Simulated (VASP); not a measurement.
# GaN (P6_3mc) in VASP: single point with LDA

Aim: the single point of GaN with LDA.

All numbers are computed with VASP 6.6.1; they aren't measurements. Logs are shortened: lines on timing, memory, paths and dates and some standing lists are left out, and cuts for length are marked.

**1. The cell of the first run**

It takes space group P6_3mc (No. 186, hexagonal). Conventional cell: a = 3.152 Å, b = 3.152 Å, c = 5.138 Å, α = 90.00°, β = 90.00°, γ = 120.00°. Ga (site symmetry 3m) has 4 N at 1.93 Å within 2.6 Å. Within 2.6 Å of N (site symmetry 3m) lie 4 Ga at 1.93 Å.

**2. Single point, LDA**

Input file INCAR:

```
SYSTEM = GaN
  ALGO = Normal
  EDIFF = 1E-6
  ENCUT = 1330
  GGA = CA
  GGA_COMPAT = .FALSE.
  ISIF = 2
  ISMEAR = 0
  LASPH = .TRUE.
  LCHARG = .FALSE.
  LREAL = .FALSE.
  LWAVE = .FALSE.
  NBANDS = 26
  NELM = 120
  PREC = Accurate
  SIGMA = 0.05
```

Input file KPOINTS:

```
k-points
0
G
  12 12 6
  0 0 0
```

Input file POSCAR:

```
GaN
1.0
    3.1516808476      0.0000000000      0.0000000000
   -1.5758404238      2.7294356786      0.0000000000
    0.0000000000      0.0000000000      5.1383140418
Ga N
2 2
Direct
    0.3333333333      0.6666666667      0.9992962937
    0.6666666667      0.3333333333      0.4992962937
    0.3333333333      0.6666666667      0.3757037063
    0.6666666667      0.3333333333      0.8757037063
```

Potentials or basis: VASP PAW LDA potentials, release 64 (Ga_d, N_h).

Command:

```sh
> cat potpaw_LDA.64/Ga_d/POTCAR potpaw_LDA.64/N_h/POTCAR > POTCAR
> mpirun -np 1 vasp_std > vasp.out
```

OUTCAR:

```text
SYSTEM = GaN
   EDIFF = 1E-6
   ENCUT = 1330
   GGA = CA
   ISIF = 2
   ISMEAR = 0
   LASPH = .TRUE.
   LREAL = .FALSE.
   NELM = 120
   PREC = Accurate

 ion  position               nearest neighbor table
   1  0.333  0.667  0.999-   4 1.93   4 1.93   4 1.93   3 1.93
   2  0.667  0.333  0.499-   3 1.93   3 1.93   3 1.93   4 1.93
   3  0.333  0.667  0.376-   2 1.93   2 1.93   2 1.93   1 1.93
   4  0.667  0.333  0.876-   1 1.93   1 1.93   1 1.93   2 1.93

  LATTYP: Found a hexagonal cell.
 ALAT       =     3.1516808476
 C/A-ratio  =     1.6303408531

  Lattice vectors:

 A1 = (   3.1516808476,   0.0000000000,   0.0000000000)
 A2 = (  -1.5758404238,   2.7294356786,   0.0000000000)
 A3 = (   0.0000000000,   0.0000000000,   5.1383140418)

Analysis of symmetry for initial positions (statically):
=====================================================================
 Subroutine PRICEL returns:
 Original cell was already a primitive cell.

 Routine SETGRP: Setting up the symmetry group for a
 hexagonal supercell.

 Subroutine GETGRP returns: Found 12 space group operations
 (whereof  6 operations were pure point group operations)
 out of a pool of 24 trial point group operations.

The static configuration has the point symmetry C_3v.
 The point group associated with its full space group is C_6v.

Analysis of symmetry for dynamics (positions and initial velocities):
=====================================================================
 Subroutine PRICEL returns:
 Original cell was already a primitive cell.

 Routine SETGRP: Setting up the symmetry group for a
 hexagonal supercell.

 Subroutine GETGRP returns: Found 12 space group operations
 (whereof  6 operations were pure point group operations)
 out of a pool of 24 trial point group operations.

The dynamic configuration has the point symmetry C_3v.
 The point group associated with its full space group is C_6v.

 Subroutine INISYM returns: Found 12 space group operations
 (whereof  6 operations are pure point group operations),
 and found     1 'primitive' translations

----------------------------------------------------------------------------------------

                                     Primitive cell

  volume of cell :      44.2014

  direct lattice vectors                    reciprocal lattice vectors
     3.151680848  0.000000000  0.000000000     0.317291010  0.183188050  0.000000000
    -1.575840424  2.729435679  0.000000000     0.000000000  0.366376100  0.000000000
     0.000000000  0.000000000  5.138314042     0.000000000  0.000000000  0.194616365

  length of vectors
     3.151680848  3.151680848  5.138314042     0.366376100  0.366376100  0.194616365

  position of ions in fractional coordinates (direct lattice)
     0.333333333  0.666666667  0.999296294
     0.666666667  0.333333333  0.499296294
     0.333333333  0.666666667  0.375703706
     0.666666667  0.333333333  0.875703706

  ion indices of the primitive-cell ions
   primitive index   ion index
                 1           1
                 2           2
                 3           3
                 4           4

----------------------------------------------------------------------------------------

 KPOINTS: k-points

Automatic generation of k-mesh.
 Grid dimensions read from file:
 generate k-points for:   12   12    6

 Generating k-lattice:

  Cartesian coordinates                     Fractional coordinates (reciprocal lattice)
     0.026440918  0.015265671  0.000000000     0.083333333  0.000000000  0.000000000
     0.000000000  0.030531342  0.000000000     0.000000000  0.083333333  0.000000000
     0.000000000  0.000000000  0.032436061     0.000000000  0.000000000  0.166666667

  Length of vectors
     0.030531342  0.030531342  0.032436061

  Shift w.r.t. Gamma in fractional coordinates (k-lattice)
     0.000000000  0.000000000  0.000000000

 Subroutine IBZKPT returns following result:
 ===========================================

 Found     76 irreducible k-points:

 Following reciprocal coordinates:
            Coordinates               Weight
  0.000000  0.000000  0.000000      1.000000
  0.083333  0.000000  0.000000      6.000000
  0.166667  0.000000  0.000000      6.000000
  0.250000  0.000000  0.000000      6.000000
  0.333333  0.000000  0.000000      6.000000
  0.416667 -0.000000  0.000000      6.000000
[... 16 lines left out ...]
  0.250000  0.000000  0.166667     12.000000
  0.333333  0.000000  0.166667     12.000000
 [... further k-points ...]
   k-points           NKPTS =     76   k-points in BZ     NKDIM =     76   number of bands    NBANDS=     26
   number of dos      NEDOS =    301   number of ions     NIONS =      4
   total plane-waves  NPLWV = 102400
   dimension x,y,z NGX =    40 NGY =   40 NGZ =   64
   dimension x,y,z NGXF=    80 NGYF=   80 NGZF=  128
   ions per type =               2   2
   NGX,Y,Z   is equivalent  to a cutoff of  21.10, 21.10, 20.71 a.u.
   NGXF,Y,Z  is equivalent  to a cutoff of  42.20, 42.20, 41.41 a.u.
 SYSTEM =  GaN
   PREC   = accura    normal or accurate (medium, high low for compatibility)
   ISTART =      0    job   : 0-new  1-cont  2-samecut
   ICHARG =      2    charge: 1-file 2-atom 10-const
   ISPIN  =      1    spin polarized calculation?
   LNONCOLLINEAR =      F non collinear calculations
   LSORBIT =      F    spin-orbit coupling
   LASPH  =      T    aspherical Exc in radial PAW
   ENCUT  = 1330.0 eV  97.75 Ry    9.89 a.u.   9.37  9.37 15.28*2*pi/ulx,y,z
   NELM   =    120;   NELMIN=  2; NELMDL= -5     # of ELM steps
   EDIFF  = 0.1E-05   stopping-criterion for ELM
   LREAL  =      F    real-space projection
   EDIFFG = 0.1E-04   stopping-criterion for IOM
   NSW    =      0    number of steps for IOM
   IBRION =     -1    ionic relax: 0-MD 1-quasi-New 2-CG
   NFREE  =      0    steps in history (QN), initial steepest desc. (CG)
   ISIF   =      2    stress and relaxation
   ISYM   =      2    0-nonsym 1-usesym 2-fastsym
   POTIM  = 0.5000    time-step for ionic-motion
   TEBEG  =    0.0;   TEEND  =   0.0 temperature during run
   PSTRESS=    0.0 pullay stress
   NELECT =      36.0000    total number of electrons
   NUPDOWN=      -1.0000    fix difference up-down
   EMIN   =  10.00;   EMAX   =-10.00  energy-range for DOS
   EFERMI =   0.00;   METHOD = LEGACY
   ISMEAR =     0;   SIGMA  =   0.05  broadening in eV -4-tet -1-fermi 0-gaus
   EFERMI_NEDOS =   21; number of points for ismear=-14 and -15
   IALGO  =     38    algorithm
   IMIX   =      4    mixing-type and parameters
     AMIX     =   0.40;   BMIX     =  1.00
     AMIX_MAG =   1.60;   BMIX_MAG =  1.00
  volume/ion in A,a.u.               =      11.05        74.57
  Fermi-wavevector in a.u.,A,eV,Ry     =   1.528846  2.889100 31.801852  2.337370
  Thomas-Fermi vector in A             =   2.636549
   LORBIT       =      0    0 simple, 1 ext, 2 COOP (PROOUT), +10 PAW based schemes
   GGA     = CA    functional components
   LHFCALC =     F    Hartree Fock is set to
   AEXX    =    0.0000 exact exchange contribution
   IVDW    =     0    specifies the selected vdW correction
   LEPSILON=     F    determine dielectric tensor
   LRPA    =     F    only Hartree local field effects (RPA)
 non-spin polarized calculation
 Gauss-broadening in eV      SIGMA  =   0.05
  energy-cutoff  :     1330.00
  volume of cell :       44.20
 maximum number of plane-waves:      4914
 NGX is ok and might be reduce to    40
   NGX = 19   NGY = 19   NGZ = 31

 number of electron      36.0000000 magnetization

 Free energy of the ion-electron system (eV)
  ---------------------------------------------------
  ext. energy  EPLUGINS =         0.00000000
  ---------------------------------------------------
  free energy    TOTEN  =       -27.91660680 eV

  energy without entropy =      -27.91660680  energy(sigma->0) =      -27.91660680

 E-fermi :   6.0568     XC(G=0): -12.3144

 val. band max:        5.7603080684   @ k =   0.0000   0.0000   0.0000
 cond. band min:       7.9082375320   @ k =   0.0000   0.0000   0.0000
 fundamental gap:      2.1479294636
 Fermi energy:         6.0568317019

 k-point     1 :       0.0000    0.0000    0.0000
  band No.  band energies     occupation
      1     -10.3818      2.00000
      2      -9.4007      2.00000
      3      -7.8272      2.00000
      4      -7.8098      2.00000
      5      -7.8098      2.00000
      6      -7.7427      2.00000
[... 18 lines left out ...]
     25      17.5421      0.00000
     26      17.5421      0.00000

 k-point     2 :       0.0833    0.0000    0.0000
  band No.  band energies     occupation
      1     -10.3076      2.00000
      2      -9.3818      2.00000
      3      -7.8205      2.00000
      4      -7.7987      2.00000
      5      -7.7878      2.00000
      6      -7.7347      2.00000
[... 18 lines left out ...]
     25      17.1843      0.00000
     26      17.7023      0.00000

 k-point     3 :       0.1667    0.0000    0.0000
  band No.  band energies     occupation
      1     -10.1052      2.00000
      2      -9.3358      2.00000
      3      -7.7940      2.00000
      4      -7.7716      2.00000
      5      -7.7293      2.00000
      6      -7.6947      2.00000
[... 18 lines left out ...]
     25      17.1899      0.00000
     26      18.0718      0.00000

 k-point     4 :       0.2500    0.0000    0.0000
  band No.  band energies     occupation
      1      -9.8379      2.00000
      2      -9.2859      2.00000
      3      -7.7667      2.00000
      4      -7.7448      2.00000
      5      -7.6782      2.00000
      6      -7.6299      2.00000
[... 18 lines left out ...]
     25      17.2203      0.00000
     26      18.5807      0.00000

 k-point     5 :       0.3333    0.0000    0.0000
  band No.  band energies     occupation
      1      -9.5995      2.00000
      2      -9.2503      2.00000
      3      -7.7542      2.00000
      4      -7.7314      2.00000
      5      -7.6459      2.00000
      6      -7.5755      2.00000
[... 18 lines left out ...]
     25      17.3878      0.00000
     26      19.1447      0.00000

 k-point     6 :       0.4167   -0.0000    0.0000
  band No.  band energies     occupation
      1      -9.4550      2.00000
      2      -9.2323      2.00000
      3      -7.7567      2.00000
      4      -7.7288      2.00000
      5      -7.6306      2.00000
      6      -7.5767      2.00000
[... 427 lines left out ...]
 k-point    21 :       0.0833    0.0000    0.1667
  band No.  band energies     occupation
      1     -10.2231      2.00000
      2      -9.4103      2.00000
      3      -7.8106      2.00000
      4      -7.7967      2.00000
      5      -7.7757      2.00000
      6      -7.7415      2.00000
[... 18 lines left out ...]
     25      17.0282      0.00000
     26      17.4464      0.00000

 k-point    22 :       0.1667    0.0000    0.1667
  band No.  band energies     occupation
      1     -10.0293      2.00000
      2      -9.3564      2.00000
      3      -7.7903      2.00000
      4      -7.7680      2.00000
      5      -7.7303      2.00000
      6      -7.6939      2.00000
[... 18 lines left out ...]
     25      16.7931      0.00000
     26      17.8543      0.00000

 k-point    23 :       0.2500    0.0000    0.1667
  band No.  band energies     occupation
      1      -9.7771      2.00000
      2      -9.2974      2.00000
      3      -7.7677      2.00000
      4      -7.7378      2.00000
      5      -7.6929      2.00000
      6      -7.6382      2.00000
[... 18 lines left out ...]
     25      16.9025      0.00000
     26      18.3905      0.00000

 k-point    24 :       0.3333    0.0000    0.1667
  band No.  band energies     occupation
      1      -9.5564      2.00000
      2      -9.2545      2.00000
      3      -7.7597      2.00000
      4      -7.7204      2.00000
      5      -7.6630      2.00000
      6      -7.5844      2.00000
[... 18 lines left out ...]
     25      17.1262      0.00000
     26      18.9384      0.00000

 [... further k-points ...]

------------------------ aborting loop because EDIFF is reached ----------------------------------------

  FORCE on cell =-STRESS in cart. coord.  units (eV):
  Direction    XX          YY          ZZ          XY          YZ          ZX
  --------------------------------------------------------------------------------------
  -------------------------------------------------------------------------------------
  Total        0.3322626      0.3322626      0.3274818      0.0000000     -0.0000000      0.0000000
  in kB       12.0435993     12.0435993     11.8703091      0.0000000     -0.0000000      0.0000000
  external PRESSURE =      11.9858359 kB  Pullay stress =       0.0000000 kB

 VOLUME and BASIS-vectors are now :
 -----------------------------------------------------------------------------
  energy-cutoff  :     1330.00
  volume of cell :       44.20
      direct lattice vectors                 reciprocal lattice vectors
     3.151680848  0.000000000  0.000000000     0.317291010  0.183188050  0.000000000
    -1.575840424  2.729435679  0.000000000     0.000000000  0.366376100  0.000000000
     0.000000000  0.000000000  5.138314042     0.000000000  0.000000000  0.194616365

 POSITION                                       TOTAL-FORCE (eV/Angst)
 -----------------------------------------------------------------------------------
     -0.00000      1.81962      5.13470         0.000000     -0.000000      0.001456
      1.57584      0.90981      2.56554         0.000000      0.000000      0.001456
     -0.00000      1.81962      1.93048         0.000000     -0.000000     -0.001456
      1.57584      0.90981      4.49964        -0.000000      0.000000     -0.001456
 -----------------------------------------------------------------------------------
    total drift:                               -0.000000      0.000000      0.000066

  FREE ENERGIE OF THE ION-ELECTRON SYSTEM (eV)
  ---------------------------------------------------
  free  energy   TOTEN  =       -27.9166067962 eV

  energy  without entropy=      -27.9166067962  energy(sigma->0) =      -27.91660680
```

Run time: 9.1 min. Hardware: 1 thread of Intel Xeon Platinum 8375C at 2.90GHz (Ice Lake), shared host; peak memory 0.46 GiB.

What came out:

| Quantity | Value |
| --- | --- |
| Free energy | -27.9166 eV |
| Pressure | 1.2 GPa |
| Band gap on the k mesh | 2.15 eV |

As with any semilocal functional, this LDA gap is likely too small.
